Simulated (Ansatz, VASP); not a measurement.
## One calculation of Rh, two programs

The input INCAR:

```
ALGO = Normal ; EDIFF = 1E-6
ENCUT = 520 ; GGA = PE
ISIF = 2 ; ISMEAR = -1
LASPH = True ; LCHARG = False
LREAL = False ; LWAVE = False
NBANDS = 14 ; NELM = 80
PREC = Accurate ; SIGMA = 0.1
```

KPOINTS

```
k-points
0
Gamma
  17 17 17
```

The input POSCAR:

```
Rh
1.0
   -1.5098902821      1.5098902821      1.5098902821
    1.5098902821     -1.5098902821      1.5098902821
    1.5098902821      1.5098902821     -1.5098902821
Rh
1
Direct
    0.0000000000      0.0000000000      0.0000000000
```

Input for Ansatz:

```yaml
crystal:
  lattice:
    - [-1.5098902821, 1.5098902821, 1.5098902821]
    - [1.5098902821, -1.5098902821, 1.5098902821]
    - [1.5098902821, 1.5098902821, -1.5098902821]
  atoms:
    - { symbol: Rh, position: [0.0, 0.0, 0.0] }
kpoints:
  mp_grid: { grid: [17, 17, 17] }
scf:
  occupations: { method: fermi_dirac, width: 0.1 }
hamiltonian:
  xc: pbe
  pseudopotentials: { kind: paw }
output:
  forces: true
  stress: true
  eigenvalues: true
  populations: true
```

Change from the starting cell: volume scaled by 0.95, PAW files.

Alike in both runs: task single point; functional PBE; k mesh 17 × 17 × 17; occupations fermi-dirac, width 0.1 eV; no spin polarisation.

```csv
,VASP,Ansatz
version,VASP 6.6.1,Ansatz 0.2.0
potentials or method,"VASP PAW PBE potentials, release 64 (Rh_pv)","PAW with Ansatz's default frozen-core files, scalar-relativistic"
plane-wave cutoff (eV),520,420
valence electrons in the cell,15,17
```

Ansatz gave:

- pressure (GPa): 13.5

Question: What did VASP give for the same quantities?

Answer: Pressure (GPa): 13.6.

VASP's potentials hold 15 valence electrons a cell and Ansatz's 17, so a difference there can come from the potentials and not from the codes.
